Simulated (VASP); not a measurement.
# SrO (P4/mmm) in VASP: further runs

SrO is run at these levels: r2SCAN, PBE; tasks: single point.

All numbers are computed with VASP 6.6.1; they aren't measurements. Logs are shortened: lines on timing, memory, paths and dates and some standing lists are left out, and cuts for length are marked.

**1. The cell of the first run**

The structure is tetragonal, space group P4/mmm (No. 123). The conventional cell has a = 3.103 Å, b = 3.103 Å, c = 3.262 Å, α = 90.00°, β = 90.00°, γ = 90.00°. Sr (site symmetry 4/mmm) has 8 O at 2.73 Å and 6 Sr at 3.10 to 3.26 Å within 3.6 Å. Within 3.6 Å of O (site symmetry 4/mmm) lie 8 Sr at 2.73 Å and 6 O at 3.10 to 3.26 Å.

**2. Single point, r2SCAN (uniaxial z strain +5.1%)**

POSCAR

```
SrO
1.0
    3.1028650695      0.0000000000      0.0000000000
    0.0000000000      3.1028650695      0.0000000000
    0.0000000000      0.0000000000      3.2620420476
Sr O
1 1
Direct
    0.0000000000      0.0000000000      0.0000000000
    0.5000000000      0.5000000000      0.5000000000
```

INCAR.step1

```
  PREC = Accurate
  ENCUT = 520
  ISMEAR = 0
  SIGMA = 0.01
  LREAL = False
  LASPH = True
  NELM = 100
  NBANDS = 15
  GGA = PE
  ALGO = Normal
  EDIFF = 1E-4
  LWAVE = True
  LCHARG = False
```

INCAR.step2

```
  PREC = Accurate
  ENCUT = 520
  EDIFF = 1E-6
  ISMEAR = 0
  SIGMA = 0.01
  LREAL = False
  LASPH = True
  NELM = 100
  ALGO = Normal
  ISIF = 2
  LWAVE = False
  LCHARG = False
  METAGGA = R2SCAN
  LMIXTAU = True
  NBANDS = 15
  ISTART = 1
```

KPOINTS

```
Automatic mesh
0
Gamma
  8 8 8
```

Potentials or basis: VASP PAW PBE potentials, release 64 (Sr_sv, O).

The run is started by

```bash
> cat potpaw_PBE.64/Sr_sv/POTCAR potpaw_PBE.64/O/POTCAR > POTCAR
> cp INCAR.step1 INCAR
> mpirun -np 1 vasp_std > vasp.out
> cp INCAR.step2 INCAR
> mpirun -np 1 vasp_std > vasp.out
```

OUTCAR:

```text
PREC = Accurate
   ENCUT = 520
   EDIFF = 1E-6
   ISMEAR = 0
   LREAL = False
   LASPH = True
   NELM = 100
   ISIF = 2
   METAGGA = R2SCAN
   ISTART = 1

 ion  position               nearest neighbor table
   1  0.000  0.000  0.000-   2 2.73   2 2.73   2 2.73   2 2.73   2 2.73   2 2.73   2 2.73   2 2.73

   2  0.500  0.500  0.500-   1 2.73   1 2.73   1 2.73   1 2.73   1 2.73   1 2.73   1 2.73   1 2.73

  LATTYP: Found a simple tetragonal cell.
 ALAT       =     3.1028650695
 C/A-ratio  =     1.0513000000

  Lattice vectors:

 A1 = (   3.1028650695,   0.0000000000,   0.0000000000)
 A2 = (   0.0000000000,   3.1028650695,   0.0000000000)
 A3 = (   0.0000000000,   0.0000000000,   3.2620420476)

Analysis of symmetry for initial positions (statically):
=====================================================================
 Subroutine PRICEL returns:
 Original cell was already a primitive cell.

 Routine SETGRP: Setting up the symmetry group for a
 simple tetragonal supercell.

 Subroutine GETGRP returns: Found 16 space group operations
 (whereof 16 operations were pure point group operations)
 out of a pool of 16 trial point group operations.

The static configuration has the point symmetry D_4h.

Analysis of symmetry for dynamics (positions and initial velocities):
=====================================================================
 Subroutine PRICEL returns:
 Original cell was already a primitive cell.

 Routine SETGRP: Setting up the symmetry group for a
 simple tetragonal supercell.

 Subroutine GETGRP returns: Found 16 space group operations
 (whereof 16 operations were pure point group operations)
 out of a pool of 16 trial point group operations.

The dynamic configuration has the point symmetry D_4h.

 Subroutine INISYM returns: Found 16 space group operations
 (whereof 16 operations are pure point group operations),
 and found     1 'primitive' translations

----------------------------------------------------------------------------------------

                                     Primitive cell

  volume of cell :      31.4062

  direct lattice vectors                    reciprocal lattice vectors
     3.102865069  0.000000000  0.000000000     0.322282786  0.000000000  0.000000000
     0.000000000  3.102865069  0.000000000     0.000000000  0.322282786  0.000000000
     0.000000000  0.000000000  3.262042048     0.000000000  0.000000000  0.306556441

  length of vectors
     3.102865069  3.102865069  3.262042048     0.322282786  0.322282786  0.306556441

  position of ions in fractional coordinates (direct lattice)
     0.000000000  0.000000000  0.000000000
     0.500000000  0.500000000  0.500000000

  ion indices of the primitive-cell ions
   primitive index   ion index
                 1           1
                 2           2

----------------------------------------------------------------------------------------

 KPOINTS: Automatic mesh

Automatic generation of k-mesh.
 Grid dimensions read from file:
 generate k-points for:    8    8    8

 Generating k-lattice:

  Cartesian coordinates                     Fractional coordinates (reciprocal lattice)
     0.040285348  0.000000000  0.000000000     0.125000000  0.000000000  0.000000000
     0.000000000  0.040285348  0.000000000     0.000000000  0.125000000  0.000000000
     0.000000000  0.000000000  0.038319555     0.000000000  0.000000000  0.125000000

  Length of vectors
     0.040285348  0.040285348  0.038319555

  Shift w.r.t. Gamma in fractional coordinates (k-lattice)
     0.000000000  0.000000000  0.000000000

 Subroutine IBZKPT returns following result:
 ===========================================

 Found     75 irreducible k-points:

 Following reciprocal coordinates:
            Coordinates               Weight
  0.000000  0.000000  0.000000      1.000000
  0.125000  0.000000  0.000000      4.000000
  0.250000  0.000000  0.000000      4.000000
  0.375000  0.000000  0.000000      4.000000
  0.500000  0.000000  0.000000      2.000000
  0.125000  0.125000  0.000000      4.000000
[... 16 lines left out ...]
  0.375000  0.125000  0.125000     16.000000
  0.500000  0.125000  0.125000      8.000000
 [... further k-points ...]
   k-points           NKPTS =     75   k-points in BZ     NKDIM =     75   number of bands    NBANDS=     15
   number of dos      NEDOS =    301   number of ions     NIONS =      2
   total plane-waves  NPLWV =  13824
   dimension x,y,z NGX =    24 NGY =   24 NGZ =   24
   dimension x,y,z NGXF=    48 NGYF=   48 NGZF=   48
   ions per type =               1   1
   NGX,Y,Z   is equivalent  to a cutoff of  12.86, 12.86, 12.23 a.u.
   NGXF,Y,Z  is equivalent  to a cutoff of  25.72, 25.72, 24.46 a.u.
 SYSTEM =  unknown system
   PREC   = accura    normal or accurate (medium, high low for compatibility)
   ISTART =      1    job   : 0-new  1-cont  2-samecut
   ICHARG =      0    charge: 1-file 2-atom 10-const
   ISPIN  =      1    spin polarized calculation?
   LNONCOLLINEAR =      F non collinear calculations
   LSORBIT =      F    spin-orbit coupling
   LASPH  =      T    aspherical Exc in radial PAW
   ENCUT  =  520.0 eV  38.22 Ry    6.18 a.u.   5.77  5.77  6.07*2*pi/ulx,y,z
   NELM   =    100;   NELMIN=  2; NELMDL=  0     # of ELM steps
   EDIFF  = 0.1E-05   stopping-criterion for ELM
   LREAL  =      F    real-space projection
   EDIFFG = 0.1E-04   stopping-criterion for IOM
   NSW    =      0    number of steps for IOM
   IBRION =     -1    ionic relax: 0-MD 1-quasi-New 2-CG
   NFREE  =      0    steps in history (QN), initial steepest desc. (CG)
   ISIF   =      2    stress and relaxation
   ISYM   =      2    0-nonsym 1-usesym 2-fastsym
   POTIM  = 0.5000    time-step for ionic-motion
   TEBEG  =    0.0;   TEEND  =   0.0 temperature during run
   PSTRESS=    0.0 pullay stress
   NELECT =      16.0000    total number of electrons
   NUPDOWN=      -1.0000    fix difference up-down
   EMIN   =  10.00;   EMAX   =-10.00  energy-range for DOS
   EFERMI =   0.00;   METHOD = LEGACY
   ISMEAR =     0;   SIGMA  =   0.01  broadening in eV -4-tet -1-fermi 0-gaus
   EFERMI_NEDOS =   21; number of points for ismear=-14 and -15
   IALGO  =     38    algorithm
   IMIX   =      4    mixing-type and parameters
     AMIX     =   0.40;   BMIX     =  1.00
     AMIX_MAG =   1.60;   BMIX_MAG =  1.00
  volume/ion in A,a.u.               =      15.70       105.97
  Fermi-wavevector in a.u.,A,eV,Ry     =   1.307504  2.470824 23.260069  1.709567
  Thomas-Fermi vector in A             =   2.438234
   LORBIT       =      0    0 simple, 1 ext, 2 COOP (PROOUT), +10 PAW based schemes
   METAGGA = R2SCAN    functional components
   LHFCALC =     F    Hartree Fock is set to
   AEXX    =    0.0000 exact exchange contribution
   IVDW    =     0    specifies the selected vdW correction
   LEPSILON=     F    determine dielectric tensor
   LRPA    =     F    only Hartree local field effects (RPA)
 non-spin polarized calculation
 Gauss-broadening in eV      SIGMA  =   0.01
  energy-cutoff  :      520.00
  volume of cell :       31.41
 maximum number of plane-waves:       872
 NGX is ok and might be reduce to    24
   NGX = 11   NGY = 11   NGZ = 13

 number of electron      16.0000003 magnetization

 Free energy of the ion-electron system (eV)
  ---------------------------------------------------
  ext. energy  EPLUGINS =         0.00000000
  ---------------------------------------------------
  free energy    TOTEN  =       -26.22370241 eV

  energy without entropy =      -26.22370241  energy(sigma->0) =      -26.22370241

 E-fermi :   2.8149     XC(G=0): -11.1327

 val. band max:        2.7230135434   @ k =   0.5000   0.0000   0.5000
 cond. band min:       5.7926665722   @ k =   0.0000   0.0000   0.0000
 fundamental gap:      3.0696530288
 Fermi energy:         2.8148822874

 k-point     1 :       0.0000    0.0000    0.0000
  band No.  band energies     occupation
      1     -32.6040      2.00000
      2     -13.9475      2.00000
      3     -13.3636      2.00000
      4     -13.2095      2.00000
      5     -13.2095      2.00000
      6       2.3066      2.00000
      7       2.6337      2.00000
      8       2.6337      2.00000
      9       5.7927      0.00000
     10       5.8009      0.00000
     11       7.6871      0.00000
     12      13.2108      0.00000
     13      13.2108      0.00000
     14      13.6330      0.00000
     15      22.4014      0.00000

 k-point     2 :       0.1250    0.0000    0.0000
  band No.  band energies     occupation
      1     -32.5726      2.00000
      2     -14.3562      2.00000
      3     -13.3333      2.00000
      4     -13.1822      2.00000
      5     -12.9706      2.00000
      6       2.0392      2.00000
      7       2.2208      2.00000
      8       2.5753      2.00000
      9       5.9423      0.00000
     10       6.5515      0.00000
     11       8.3371      0.00000
     12      12.9383      0.00000
     13      13.2922      0.00000
     14      13.2989      0.00000
     15      20.7273      0.00000

 k-point     3 :       0.2500    0.0000    0.0000
  band No.  band energies     occupation
      1     -32.4954      2.00000
      2     -15.0486      2.00000
      3     -13.2590      2.00000
      4     -13.1157      2.00000
      5     -12.6559      2.00000
      6       0.9616      2.00000
      7       2.0053      2.00000
      8       2.4254      2.00000
      9       6.3286      0.00000
     10       8.3390      0.00000
     11       9.8306      0.00000
     12      12.4330      0.00000
     13      12.6613      0.00000
     14      13.4982      0.00000
     15      18.2262      0.00000
[... 343 lines left out ...]
 k-point    23 :       0.3750    0.1250    0.1250
  band No.  band energies     occupation
      1     -32.3699      2.00000
      2     -15.4178      2.00000
      3     -13.4217      2.00000
      4     -13.2887      2.00000
      5     -12.5092      2.00000
      6       0.4514      2.00000
      7       1.6017      2.00000
      8       2.1961      2.00000
      9       7.5632      0.00000
     10       9.8929      0.00000
     11      10.3455      0.00000
     12      11.6361      0.00000
     13      12.6314      0.00000
     14      13.5486      0.00000
     15      18.0901      0.00000

 k-point    24 :       0.5000    0.1250    0.1250
  band No.  band energies     occupation
      1     -32.3373      2.00000
      2     -15.6111      2.00000
      3     -13.3112      2.00000
      4     -13.2513      2.00000
      5     -12.5667      2.00000
      6       0.2058      2.00000
      7       1.5116      2.00000
      8       2.2134      2.00000
      9       7.7121      0.00000
     10       9.9966      0.00000
     11      10.5613      0.00000
     12      11.5098      0.00000
     13      12.6656      0.00000
     14      15.0958      0.00000
     15      17.5417      0.00000

 [... further k-points ...]

------------------------ aborting loop because EDIFF is reached ----------------------------------------

  FORCE on cell =-STRESS in cart. coord.  units (eV):
  Direction    XX          YY          ZZ          XY          YZ          ZX
  --------------------------------------------------------------------------------------
  -------------------------------------------------------------------------------------
  Total        0.2085860      0.2085860     -2.7071384      0.0000000      0.0000000      0.0000000
  in kB       10.6409499     10.6409499   -138.1038223      0.0000000      0.0000000      0.0000000
  external PRESSURE =     -38.9406409 kB  Pullay stress =       0.0000000 kB

 VOLUME and BASIS-vectors are now :
 -----------------------------------------------------------------------------
  energy-cutoff  :      520.00
  volume of cell :       31.41
      direct lattice vectors                 reciprocal lattice vectors
     3.102865069  0.000000000  0.000000000     0.322282786  0.000000000  0.000000000
     0.000000000  3.102865069  0.000000000     0.000000000  0.322282786  0.000000000
     0.000000000  0.000000000  3.262042048     0.000000000  0.000000000  0.306556441

 POSITION                                       TOTAL-FORCE (eV/Angst)
 -----------------------------------------------------------------------------------
      0.00000      0.00000      0.00000         0.000000      0.000000      0.000000
      1.55143      1.55143      1.63102         0.000000      0.000000      0.000000
 -----------------------------------------------------------------------------------
    total drift:                                0.000000      0.000000     -0.000000

  FREE ENERGIE OF THE ION-ELECTRON SYSTEM (eV)
  ---------------------------------------------------
  free  energy   TOTEN  =       -26.2237024106 eV

  energy  without entropy=      -26.2237024106  energy(sigma->0) =      -26.22370241
```

Run time: 56 s. Hardware: 1 thread of AMD EPYC 9R45 (Zen 5), shared host; peak memory 0.14 GiB.

Results:

* Free energy: -26.2237 eV
* Pressure: -3.9 GPa
* Band gap on the k mesh: 3.07 eV, indirect (least direct gap 3.16 eV)

Caveat: the cell differs from its parent crystal (uniaxial z strain +5.1%); the PAW data sets were made with another functional, which shifts forces and pressure a little. A k mesh can miss the band edges.

**3. Single point, PBE (epitaxial xy strain -1.6%)**

INCAR

```
  PREC = Accurate
  ENCUT = 520
  EDIFF = 1E-6
  ISMEAR = -1
  SIGMA = 0.02
  LREAL = F
  LASPH = T
  NELM = 100
  ALGO = Normal
  ISIF = 2
  LWAVE = F
  LCHARG = F
  GGA = PE
  NBANDS = 15
```

KPOINTS

```
regular mesh
0
Gamma
  8 8 8
```

POSCAR

```
SrO
1.0
    3.0519780824      0.0000000000      0.0000000000
    0.0000000000      3.0519780824      0.0000000000
    0.0000000000      0.0000000000      3.1033616928
Sr O
1 1
Direct
    0.0000000000      0.0000000000      0.0000000000
    0.5000000000      0.5000000000      0.5000000000
```

Potentials or basis: VASP PAW PBE potentials, release 64 (Sr_sv, O).

The run is started by

```bash
> cat potpaw_PBE.64/Sr_sv/POTCAR potpaw_PBE.64/O/POTCAR > POTCAR
> mpirun -np 1 vasp_std > vasp.out
```

Wall time 34 s (1 thread of Intel Xeon Platinum 8259CL at 2.50GHz (Skylake/Cascade Lake), shared host); peak memory 0.16 GiB.

The run converged. Its results:

* Free energy: -11.1721 eV
* Pressure: 7.3 GPa
* Band gap on the k mesh: 2.69 eV, indirect (least direct gap 2.74 eV)

Stress tensor (GPa, compression positive):
```
9.05 0.00 0.00
0.00 9.05 0.00
0.00 0.00 3.78
```

Levels at points of the mesh, in eV from the valence-band top:
| k point | band 5 | band 6 | band 7 | band 8 | band 9 | band 10 | band 11 | band 12 |
| --- | --- | --- | --- | --- | --- | --- | --- | --- |
| (0.00, 0.00, 0.00) | -14.93 | -0.16 | -0.04 | -0.04 | 2.69 | 2.70 | 5.05 | 10.73 |
| (0.50, 0.00, 0.00) | -13.86 | -3.08 | -0.85 | -0.66 | 3.93 | 7.68 | 9.46 | 9.49 |
| (0.50, 0.50, 0.00) | -14.58 | -1.26 | -1.26 | -0.12 | 4.35 | 4.46 | 7.51 | 7.51 |
| (0.00, 0.00, 0.50) | -13.79 | -3.09 | -0.69 | -0.69 | 3.81 | 7.45 | 9.71 | 9.71 |
| (0.50, 0.00, 0.50) | -14.54 | -1.26 | -1.23 | 0.00 | 4.20 | 4.74 | 7.67 | 7.87 |
| (0.50, 0.50, 0.50) | -15.05 | -3.16 | -3.12 | -3.12 | 8.36 | 8.60 | 8.60 | 13.54 |

Caveat: the cell differs from its parent crystal (epitaxial xy strain -1.6%). A k mesh can miss the band edges.
